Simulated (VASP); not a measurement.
# Cu (P6_3/mmc) in VASP: a series of runs, part 2 of 2

VASP 6.6.1. The steps go on from the part before.

**4. Single point, r2SCAN (strain +0.080 along x and y, +0.080 along z)**

The input, POSCAR:

```
Cu
1.0
    2.7368244034      0.0000000000      0.0000000000
   -1.3684122017      2.3701594590      0.0000000000
    0.0000000000      0.0000000000      4.4415766800
Cu
2
Direct
    0.3333333333      0.6666666667      0.2500000000
    0.6666666667      0.3333333333      0.7500000000
```

The input, INCAR.step1:

```
PREC = Accurate ; ENCUT = 520
ISMEAR = 0 ; SIGMA = 0.15
LREAL = F ; LASPH = T
NELM = 100 ; NBANDS = 18
GGA = PE ; ALGO = Normal
EDIFF = 1E-4 ; LWAVE = T
LCHARG = F
```

The input, INCAR.step2:

```
PREC = Accurate ; ENCUT = 520
EDIFF = 1E-6 ; ISMEAR = 0
SIGMA = 0.15 ; LREAL = F
LASPH = T ; NELM = 100
ALGO = Normal ; ISIF = 2
LWAVE = F ; LCHARG = F
METAGGA = R2SCAN ; LMIXTAU = T
NBANDS = 18 ; ISTART = 1
```

The input, KPOINTS:

```
regular mesh
0
Gamma
  24 24 12
```

Potentials or basis: VASP PAW PBE potentials, release 64 (Cu).

On the command line:

```bash
cat potpaw_PBE.64/Cu/POTCAR > POTCAR
cp INCAR.step1 INCAR
mpirun -np 1 vasp_std > vasp.out
cp INCAR.step2 INCAR
mpirun -np 1 vasp_std > vasp.out
```

OUTCAR:

```text
PREC = Accurate
   ENCUT = 520
   EDIFF = 1E-6
   ISMEAR = 0
   LREAL = F
   LASPH = T
   NELM = 100
   ISIF = 2
   METAGGA = R2SCAN
   ISTART = 1

 ion  position               nearest neighbor table
   1  0.333  0.667  0.250-   2 2.73   2 2.73   2 2.73   2 2.73   2 2.73   2 2.73
   2  0.667  0.333  0.750-   1 2.73   1 2.73   1 2.73   1 2.73   1 2.73   1 2.73

  LATTYP: Found a hexagonal cell.
 ALAT       =     2.7368244034
 C/A-ratio  =     1.6228942838

  Lattice vectors:

 A1 = (   2.7368244034,   0.0000000000,   0.0000000000)
 A2 = (  -1.3684122017,   2.3701594590,   0.0000000000)
 A3 = (   0.0000000000,   0.0000000000,   4.4415766800)

Analysis of symmetry for initial positions (statically):
=====================================================================
 Subroutine PRICEL returns:
 Original cell was already a primitive cell.

 Routine SETGRP: Setting up the symmetry group for a
 hexagonal supercell.

 Subroutine GETGRP returns: Found 24 space group operations
 (whereof 12 operations were pure point group operations)
 out of a pool of 24 trial point group operations.

The static configuration has the point symmetry D_3d.
 The point group associated with its full space group is D_6h.

Analysis of symmetry for dynamics (positions and initial velocities):
=====================================================================
 Subroutine PRICEL returns:
 Original cell was already a primitive cell.

 Routine SETGRP: Setting up the symmetry group for a
 hexagonal supercell.

 Subroutine GETGRP returns: Found 24 space group operations
 (whereof 12 operations were pure point group operations)
 out of a pool of 24 trial point group operations.

The dynamic configuration has the point symmetry D_3d.
 The point group associated with its full space group is D_6h.

 Subroutine INISYM returns: Found 24 space group operations
[... 106 lines left out ...]
   TEBEG  =    0.0;   TEEND  =   0.0 temperature during run
   PSTRESS=    0.0 pullay stress
   NELECT =      22.0000    total number of electrons
   NUPDOWN=      -1.0000    fix difference up-down
   EMIN   =  10.00;   EMAX   =-10.00  energy-range for DOS
   EFERMI =   0.00;   METHOD = LEGACY
   ISMEAR =     0;   SIGMA  =   0.15  broadening in eV -4-tet -1-fermi 0-gaus
   EFERMI_NEDOS =   21; number of points for ismear=-14 and -15
   IALGO  =     38    algorithm
   IMIX   =      4    mixing-type and parameters
     AMIX     =   0.40;   BMIX     =  1.00
     AMIX_MAG =   1.60;   BMIX_MAG =  1.00
  volume/ion in A,a.u.               =      14.41        97.21
  Fermi-wavevector in a.u.,A,eV,Ry     =   1.496334  2.827661 30.463649  2.239015
  Thomas-Fermi vector in A             =   2.608364
   LORBIT       =      0    0 simple, 1 ext, 2 COOP (PROOUT), +10 PAW based schemes
   METAGGA = R2SCAN    functional components
   LHFCALC =     F    Hartree Fock is set to
   AEXX    =    0.0000 exact exchange contribution
   IVDW    =     0    specifies the selected vdW correction
   LEPSILON=     F    determine dielectric tensor
   LRPA    =     F    only Hartree local field effects (RPA)
 non-spin polarized calculation
 Gauss-broadening in eV      SIGMA  =   0.15
  energy-cutoff  :      520.00
  volume of cell :       28.81
 maximum number of plane-waves:       789
   NGX = 11   NGY = 11   NGZ = 17

 number of electron      22.0000019 magnetization

 Free energy of the ion-electron system (eV)
  ---------------------------------------------------
  ext. energy  EPLUGINS =         0.00000000
  ---------------------------------------------------
  free energy    TOTEN  =       -21.18111493 eV

  energy without entropy =      -21.17423277  energy(sigma->0) =      -21.17767385

 E-fermi :   5.2324     XC(G=0): -12.4511

 val. band max:        5.2215810359   @ k =   0.3333   0.1667   0.3333
 cond. band min:       5.2353249469   @ k =   0.2917   0.0417   0.3333
 fundamental gap:      0.0137439110
 Fermi energy:         5.2323597360

 k-point     1 :       0.0000    0.0000    0.0000
  band No.  band energies     occupation
      1      -2.9901      2.00000
      2       1.0167      2.00000
      3       2.6455      2.00000
      4       2.6705      2.00000
      5       2.6708      2.00000
      6       2.8253      2.00000
[... 481 lines left out ...]
      5       2.6669      2.00000
      6       2.7013      2.00000
[... 10 lines left out ...]
     17      16.8715      0.00000
     18      22.7849      0.00000

 [... further k-points ...]
[... 5 lines left out ...]
  --------------------------------------------------------------------------------------
  -------------------------------------------------------------------------------------
  Total       -3.6801198     -3.6801198     -3.5154977      0.0000000      0.0000000      0.0000000
  in kB     -204.6495859   -204.6495859   -195.4950393      0.0000000      0.0000000      0.0000000
  external PRESSURE =    -201.5980703 kB  Pullay stress =       0.0000000 kB

 VOLUME and BASIS-vectors are now :
 -----------------------------------------------------------------------------
  energy-cutoff  :      520.00
  volume of cell :       28.81
      direct lattice vectors                 reciprocal lattice vectors
     2.736824403  0.000000000  0.000000000     0.365386979  0.210956271  0.000000000
    -1.368412202  2.370159459  0.000000000     0.000000000  0.421912541  0.000000000
     0.000000000  0.000000000  4.441576680     0.000000000  0.000000000  0.225145274

 POSITION                                       TOTAL-FORCE (eV/Angst)
 -----------------------------------------------------------------------------------
     -0.00000      1.58011      1.11039        -0.000000     -0.000000      0.000000
      1.36841      0.79005      3.33118         0.000000      0.000000      0.000000
 -----------------------------------------------------------------------------------
    total drift:                               -0.000000      0.000000     -0.000000

  FREE ENERGIE OF THE ION-ELECTRON SYSTEM (eV)
  ---------------------------------------------------
  free  energy   TOTEN  =       -21.1811149314 eV

  energy  without entropy=      -21.1742327652  energy(sigma->0) =      -21.17767385
```

OUTCAR.step1:

```text
PREC = Accurate
   ENCUT = 520
   ISMEAR = 0
   LREAL = F
   LASPH = T
[... 727 lines left out ...]
 -----------------------------------------------------------------------------------
     -0.00000      1.58011      1.11039         0.000000      0.000000      0.000000
      1.36841      0.79005      3.33118        -0.000000     -0.000000      0.000000
 -----------------------------------------------------------------------------------
    total drift:                               -0.000000      0.000000     -0.000000

  FREE ENERGIE OF THE ION-ELECTRON SYSTEM (eV)
  ---------------------------------------------------
  free  energy   TOTEN  =        -7.1645394306 eV

  energy  without entropy=       -7.1572486124  energy(sigma->0) =       -7.16089402
```

Wall time 14 min (1 thread of AMD EPYC 7R13, shared host); peak memory 0.26 GiB.

What came out:

```
Free energy            : -21.1811 eV
Pressure               : -20.2 GPa
Band gap on the k mesh : zero (bands 11 and 12 overlap by 5.55 eV)
```

Caveat: the cell differs from its parent crystal (strain +0.080 along x and y, +0.080 along z); the cell stands under tension; the PAW data sets were made with another functional, which shifts forces and pressure a little.

**5. Summary**

```tsv
cell	gap on the mesh (eV)	pressure (GPa)
a = 2.635, b = 2.635, c = 4.442 Å, angles 90.0, 90.0, 120.0°, 2 atoms	none	-16.2
a = 2.737, b = 2.737, c = 4.277 Å, angles 90.0, 90.0, 120.0°, 2 atoms	none	-18.3
a = 2.737, b = 2.737, c = 4.442 Å, angles 90.0, 90.0, 120.0°, 2 atoms	none	-20.2
```

Alike in all rows: task single point; level r2SCAN; potentials or basis VASP PAW PBE potentials, release 64 (Cu); no spin polarisation; k mesh 24 × 24 × 12; cutoff (eV) 520; smearing gaussian 0.15 eV.

Caveats: the cell stands under tension; the PAW data sets were made with another functional, which shifts forces and pressure a little.

Total energies depend on the potentials used, so only differences within one code and one set of settings carry meaning.
